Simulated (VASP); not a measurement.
Write the native input for VASP 6.6.1 that does the following.

- Task: single point
- Functional: LDA
- Potentials or basis: VASP PAW LDA potentials, release 64 (Cd, S)
- Cutoff: 520 eV
- k mesh: 8 × 8 × 8
- Occupations: gaussian, width 0.02 eV
- Spin: no spin polarisation
- Dipole correction: no
- Further INCAR settings: ALGO = Normal; EDIFF = 1e-07; NBANDS = 16

The structure of CdS lies in POSCAR:

```
CdS
1.0
    0.0000000000      2.8782537451      2.8782537451
    2.8782537451      0.0000000000      2.8782537451
    2.8782537451      2.8782537451      0.0000000000
Cd S
1 1
Direct
    0.0000000000      0.0000000000      0.0000000000
    0.2500000000      0.2500000000      0.2500000000
```

One way to write it, as run:

INCAR

```
SYSTEM = CdS
PREC = Accurate ; ENCUT = 520
EDIFF = 1E-7 ; ISMEAR = 0
SIGMA = 0.02 ; LREAL = .False.
LASPH = .True. ; NELM = 80
ALGO = Normal ; ISIF = 2
LWAVE = .False. ; LCHARG = .False.
GGA = CA ; NBANDS = 16
```

KPOINTS

```
Automatic mesh
0
Gamma
  8 8 8
  0 0 0
```

Potentials or basis: VASP PAW LDA potentials, release 64 (Cd, S).

Launch:

```bash
$ cat potpaw_LDA.64/Cd/POTCAR potpaw_LDA.64/S/POTCAR > POTCAR
$ mpirun -np 1 vasp_std > vasp.out
```

It gave:

```
Pressure               : 0.6 GPa
Band gap on the k mesh : 0.98 eV
```

Wall time 46 s on 1 thread of Intel Xeon 8259CL, on a shared host, peak memory 0.16 GiB.
